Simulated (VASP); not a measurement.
# Mg2CdTe4 (I-4) in VASP: notebook, part 2 of 2

VASP 6.6.1.

## (4) Single point, PBE

Input file INCAR:

```
  PREC = Accurate
  ENCUT = 600
  EDIFF = 1E-6
  ISMEAR = -1
  SIGMA = 0.0791
  LREAL = F
  LASPH = T
  NELM = 120
  ALGO = Normal
  ISIF = 2
  LWAVE = F
  LCHARG = F
  GGA = PE
  NBANDS = 29
  GGA_COMPAT = F
```

Input file KPOINTS:

```
regular mesh
0
Gamma
  5 5 5
```

Input file POSCAR:

```
Mg2CdTe4
1.0
    0.0000000000      6.0459680000      0.0000000000
    6.0459680000      0.0000000000      0.0000000000
    3.0229840000      3.0229840000     -6.1405150000
Te Cd Mg
4 1 2
Direct
    0.3750000000      0.3750000000      0.7500000000
    0.6250000000      0.1250000000      0.2500000000
    0.8750000000      0.8750000000      0.7500000000
    0.1250000000      0.6250000000      0.2500000000
    0.0000000000      0.0000000000      0.0000000000
    0.7500000000      0.2500000000      0.5000000000
    0.5000000000      0.5000000000      0.0000000000
```

Potentials or basis: VASP PAW PBE potentials, release 64 (Te, Cd, Mg).

Launch:

```bash
$ cat potpaw_PBE.64/Te/POTCAR potpaw_PBE.64/Cd/POTCAR potpaw_PBE.64/Mg/POTCAR > POTCAR
$ mpirun -np 1 vasp_std > vasp.out
```

OUTCAR:

```text
PREC = Accurate
   ENCUT = 600
   EDIFF = 1E-6
   ISMEAR = -1
   LREAL = F
   LASPH = T
   NELM = 120
   ISIF = 2
   GGA = PE

 ion  position               nearest neighbor table
   1  0.375  0.375  0.750-   5 2.63   6 2.63   7 2.63
   2  0.625  0.125  0.250-   5 2.63   6 2.63   7 2.63
   3  0.875  0.875  0.750-   7 2.63   6 2.63   5 2.63
   4  0.125  0.625  0.250-   6 2.63   5 2.63   7 2.63
   5  0.000  0.000  0.000-   1 2.63   2 2.63   3 2.63   4 2.63
   6  0.750  0.250  0.500-   4 2.63   2 2.63   3 2.63   1 2.63
   7  0.500  0.500  0.000-   3 2.63   2 2.63   1 2.63   4 2.63

  LATTYP: Found a body centered tetragonal cell.
 ALAT       =     6.0459680000
 C/A-ratio  =     2.0312760504

  Lattice vectors:

 A1 = (  -3.0229840000,   3.0229840000,   6.1405150000)
 A2 = (   3.0229840000,  -3.0229840000,   6.1405150000)
 A3 = (   3.0229840000,   3.0229840000,  -6.1405150000)

Analysis of symmetry for initial positions (statically):
=====================================================================
 Subroutine PRICEL returns:
 Original cell was already a primitive cell.

 Routine SETGRP: Setting up the symmetry group for a
 body centered tetragonal supercell.

 Subroutine GETGRP returns: Found  4 space group operations
 (whereof  4 operations were pure point group operations)
 out of a pool of 16 trial point group operations.

The static configuration has the point symmetry S_4 .

Analysis of symmetry for dynamics (positions and initial velocities):
=====================================================================
 Subroutine PRICEL returns:
 Original cell was already a primitive cell.

 Routine SETGRP: Setting up the symmetry group for a
 body centered tetragonal supercell.

 Subroutine GETGRP returns: Found  4 space group operations
 (whereof  4 operations were pure point group operations)
 out of a pool of 16 trial point group operations.

The dynamic configuration has the point symmetry S_4 .

 Subroutine INISYM returns: Found  4 space group operations
 (whereof  4 operations are pure point group operations),
 and found     1 'primitive' translations

----------------------------------------------------------------------------------------

                                     Primitive cell

  volume of cell :     224.4587

  direct lattice vectors                    reciprocal lattice vectors
     0.000000000  6.045968000  0.000000000     0.000000000  0.165399486  0.081426395
     6.045968000  0.000000000  0.000000000     0.165399486  0.000000000  0.081426395
     3.022984000  3.022984000 -6.140515000     0.000000000  0.000000000 -0.162852790

  length of vectors
     6.045968000  6.045968000  7.482164726     0.184356307  0.184356307  0.162852790

  position of ions in fractional coordinates (direct lattice)
     0.375000000  0.375000000  0.750000000
     0.625000000  0.125000000  0.250000000
     0.875000000  0.875000000  0.750000000
     0.125000000  0.625000000  0.250000000
     0.000000000  0.000000000  0.000000000
     0.750000000  0.250000000  0.500000000
     0.500000000  0.500000000  0.000000000

  ion indices of the primitive-cell ions
   primitive index   ion index
[... 31 lines left out ...]

 Found     21 irreducible k-points:

 Following reciprocal coordinates:
            Coordinates               Weight
  0.000000  0.000000  0.000000      1.000000
  0.200000  0.000000  0.000000      8.000000
  0.400000  0.000000  0.000000      8.000000
  0.200000  0.200000  0.000000      8.000000
  0.400000  0.200000  0.000000      8.000000
 -0.200000 -0.400000  0.000000      8.000000
[... 13 lines left out ...]
  0.000000  0.000000  0.400000      2.000000
 -0.200000  0.000000  0.400000      4.000000
   k-points           NKPTS =     21   k-points in BZ     NKDIM =     21   number of bands    NBANDS=     29
   number of dos      NEDOS =    301   number of ions     NIONS =      7
   total plane-waves  NPLWV = 138240
   dimension x,y,z NGX =    48 NGY =   48 NGZ =   60
   dimension x,y,z NGXF=    96 NGYF=   96 NGZF=  120
   ions per type =               4   1   2
   NGX,Y,Z   is equivalent  to a cutoff of  13.20, 13.20, 13.33 a.u.
   NGXF,Y,Z  is equivalent  to a cutoff of  26.40, 26.40, 26.66 a.u.
 SYSTEM =  unknown system
   PREC   = accura    normal or accurate (medium, high low for compatibility)
   ISTART =      0    job   : 0-new  1-cont  2-samecut
   ICHARG =      2    charge: 1-file 2-atom 10-const
   ISPIN  =      1    spin polarized calculation?
   LNONCOLLINEAR =      F non collinear calculations
   LSORBIT =      F    spin-orbit coupling
   LASPH  =      T    aspherical Exc in radial PAW
   ENCUT  =  600.0 eV  44.10 Ry    6.64 a.u.  12.08 12.08 14.94*2*pi/ulx,y,z
   NELM   =    120;   NELMIN=  2; NELMDL= -5     # of ELM steps
   EDIFF  = 0.1E-05   stopping-criterion for ELM
   LREAL  =      F    real-space projection
   EDIFFG = 0.1E-04   stopping-criterion for IOM
   NSW    =      0    number of steps for IOM
   IBRION =     -1    ionic relax: 0-MD 1-quasi-New 2-CG
   NFREE  =      0    steps in history (QN), initial steepest desc. (CG)
   ISIF   =      2    stress and relaxation
   ISYM   =      2    0-nonsym 1-usesym 2-fastsym
   POTIM  = 0.5000    time-step for ionic-motion
   TEBEG  =    0.0;   TEEND  =   0.0 temperature during run
   PSTRESS=    0.0 pullay stress
   NELECT =      40.0000    total number of electrons
   NUPDOWN=      -1.0000    fix difference up-down
   EMIN   =  10.00;   EMAX   =-10.00  energy-range for DOS
   EFERMI =   0.00;   METHOD = LEGACY
   ISMEAR =    -1;   SIGMA  =   0.08  broadening in eV -4-tet -1-fermi 0-gaus
   EFERMI_NEDOS =   21; number of points for ismear=-14 and -15
   IALGO  =     38    algorithm
   IMIX   =      4    mixing-type and parameters
     AMIX     =   0.40;   BMIX     =  1.00
     AMIX_MAG =   1.60;   BMIX_MAG =  1.00
  volume/ion in A,a.u.               =      32.07       216.39
  Fermi-wavevector in a.u.,A,eV,Ry     =   0.921261  1.740931 11.547560  0.848722
  Thomas-Fermi vector in A             =   2.046658
   LORBIT       =      0    0 simple, 1 ext, 2 COOP (PROOUT), +10 PAW based schemes
   GGA     = PE    functional components
   LHFCALC =     F    Hartree Fock is set to
   AEXX    =    0.0000 exact exchange contribution
   IVDW    =     0    specifies the selected vdW correction
   LEPSILON=     F    determine dielectric tensor
   LRPA    =     F    only Hartree local field effects (RPA)
 non-spin polarized calculation
  energy-cutoff  :      600.00
  volume of cell :      224.46
 maximum number of plane-waves:      7514
   NGX = 25   NGY = 25   NGZ = 29

 number of electron      39.9999998 magnetization

 Free energy of the ion-electron system (eV)
  ---------------------------------------------------
  ext. energy  EPLUGINS =         0.00000000
  ---------------------------------------------------
  free energy    TOTEN  =       -17.81183540 eV

  energy without entropy =      -17.68465191  energy(sigma->0) =      -17.74824366

 E-fermi :   2.7577     XC(G=0):  -8.4553

 val. band max:        2.7551817943   @ k =  -0.2000  -0.2000   0.2000
 cond. band min:       2.7690381360   @ k =   0.4000   0.0000   0.0000
 fundamental gap:      0.0138563417
 Fermi energy:         2.7577266254

 k-point     1 :       0.0000    0.0000    0.0000
  band No.  band energies     occupation
      1      -8.3103      2.00000
      2      -7.4179      2.00000
      3      -7.3944      2.00000
      4      -7.3944      2.00000
      5      -5.3773      2.00000
      6      -5.3677      2.00000
[... 661 lines left out ...]
     28       8.1317      0.00000
     29       8.8028      0.00000

------------------------ aborting loop because EDIFF is reached ----------------------------------------

  FORCE on cell =-STRESS in cart. coord.  units (eV):
  Direction    XX          YY          ZZ          XY          YZ          ZX
  --------------------------------------------------------------------------------------
  -------------------------------------------------------------------------------------
  Total       10.8632081     10.8632081     12.0047826      0.0000007     -0.0000000      0.0000000
  in kB       77.5411430     77.5411430     85.6896557      0.0000048     -0.0000000      0.0000000
  external PRESSURE =      80.2573139 kB  Pullay stress =       0.0000000 kB

 VOLUME and BASIS-vectors are now :
 -----------------------------------------------------------------------------
  energy-cutoff  :      600.00
  volume of cell :      224.46
      direct lattice vectors                 reciprocal lattice vectors
     0.000000000  6.045968000  0.000000000     0.000000000  0.165399486  0.081426395
     6.045968000  0.000000000  0.000000000     0.165399486  0.000000000  0.081426395
     3.022984000  3.022984000 -6.140515000     0.000000000  0.000000000 -0.162852790

 POSITION                                       TOTAL-FORCE (eV/Angst)
 -----------------------------------------------------------------------------------
      4.53448      4.53448     -4.60539         0.852121     -0.347614      0.898234
      1.51149      4.53448     -1.53513        -0.347614     -0.852121     -0.898234
      7.55746      7.55746     -4.60539        -0.852121      0.347614      0.898234
      4.53448      1.51149     -1.53513         0.347614      0.852121     -0.898234
      0.00000      0.00000      0.00000         0.000000     -0.000000      0.000000
      3.02298      6.04597     -3.07026         0.000000     -0.000000      0.000000
      3.02298      3.02298      0.00000         0.000000     -0.000000      0.000000
 -----------------------------------------------------------------------------------
    total drift:                                0.000001      0.000001     -0.000000

  FREE ENERGIE OF THE ION-ELECTRON SYSTEM (eV)
  ---------------------------------------------------
  free  energy   TOTEN  =       -17.8118354029 eV

  energy  without entropy=      -17.6846519108  energy(sigma->0) =      -17.74824366
```

Wall time 2.9 min (1 thread of Intel Xeon 6975P-C, shared host); peak memory 0.48 GiB.

What came out:

- Free energy: -17.8118 eV
- Pressure: 8.0 GPa
- Largest force: 1.286 eV/Å
- Band gap on the k mesh: zero (band 20 reaches 3.17 eV, above the bottom of band 21 at 2.67 eV)

Forces in eV/Å, atoms in the order of the input:
```
Te   0.852 -0.348  0.898
Te  -0.348 -0.852 -0.898
Te  -0.852  0.348  0.898
Te   0.348  0.852 -0.898
Cd   0.000  0.000  0.000
Mg   0.000  0.000  0.000
Mg   0.000  0.000  0.000
```

Caveat: spin-orbit coupling is left out, which moves the levels of the heavy elements; forces of over 1 eV/Å act on the atoms, so gaps and moduli don't describe the material at rest.

## (5) Summary

```csv
k mesh,smearing,gap on the mesh (eV),pressure (GPa),largest force (eV/Å)
4 × 4 × 4,fermi-dirac 0.0791 eV,none,8.0,1.29
4 × 4 × 4,tetrahedron,none,8.0,1.28
5 × 5 × 5,fermi-dirac 0.0791 eV,none,8.0,1.29
```

Alike in all rows: task single point; level PBE; potentials or basis VASP PAW PBE potentials, release 64 (Te, Cd, Mg); no spin polarisation; cell as given; cutoff (eV) 600.

Every run on the cell as given and a fine mesh finds a metal.

Caveats: spin-orbit coupling is left out, which moves the levels of the heavy elements; forces of over 1 eV/Å act on the atoms, so gaps and moduli don't describe the material at rest.

Absolute energies hang on the potentials; compare differences alone.
